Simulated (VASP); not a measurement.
Write the native input for VASP 6.6.1 that does the following.

- Task: single point
- Functional: PBEsol
- Potentials or basis: VASP PAW PBE potentials, release 64 (Pb_d)
- Cutoff: 520 eV
- k mesh: 16 × 16 × 16
- Occupations: gaussian, width 0.1 eV
- Spin: no spin polarisation
- Dipole correction: no
- Further INCAR settings: ALGO = Fast; EDIFF = 1e-06; NBANDS = 13

The structure of Pb lies in POSCAR:

```
Pb
1.0
   -1.9550571496      1.9550571496      1.9550571496
    1.9550571496     -1.9550571496      1.9550571496
    1.9550571496      1.9550571496     -1.9550571496
Pb
1
Direct
    0.0000000000      0.0000000000      0.0000000000
```

These files were run (other wordings do the same):

INCAR

```
  PREC = Accurate
  ENCUT = 520
  EDIFF = 1E-6
  ISMEAR = 0
  SIGMA = 0.1
  LREAL = False
  LASPH = True
  NELM = 80
  ALGO = Fast
  ISIF = 2
  LWAVE = False
  LCHARG = True
  GGA = PS
  LELF = True
  LVHAR = True
  NBANDS = 13
```

KPOINTS

```
Automatic mesh
0
Gamma
  16 16 16
```

Potentials or basis: VASP PAW PBE potentials, release 64 (Pb_d).

Command:

```console
$ cat potpaw_PBE.64/Pb_d/POTCAR > POTCAR
$ mpirun -np 1 vasp_std > vasp.out
```

It gave:

```
Pressure               : 0.0 GPa
Band gap on the k mesh : zero (band 7 reaches 15.03 eV, above the bottom of band 8 at 5.24 eV)
```

Caveat: the PAW data sets were made with another functional, which shifts forces and pressure a little; spin-orbit coupling is left out, which moves the levels of the heavy elements.

It took 100 s on 1 thread of AMD EPYC 7R43 64-Core Processor (Zen 3), with other jobs on the host, peak memory 0.15 GiB.
